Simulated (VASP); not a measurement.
Crystal: NaH.

```xyz
2
Lattice="2.9324 0.0000 0.0000 0.0000 2.9324 0.0000 0.0000 0.0000 2.9324" Properties=species:S:1:pos:R:3 pbc="T T T"
Na    0.0000    0.0000    0.0000
H     1.4662    1.4662    1.4662
```

Program: VASP 6.6.1. Alike in all runs: task single point; potentials or basis VASP PAW PBE potentials, release 64 (Na_pv, H); no spin polarisation; cell as given; k mesh 6 × 6 × 6; cutoff (eV) 520; smearing gaussian 0.01 eV.

Order these runs on this cell by their band gap on the k mesh, lowest first.
A. level PBE
B. level r2SCAN
C. level HSE06; grid for exact exchange (PRECFOCK) Normal; screening parameter 0.2079 1/Å

A (1.03 eV), B (1.60 eV), C (1.88 eV).

A k mesh can miss the band edges.
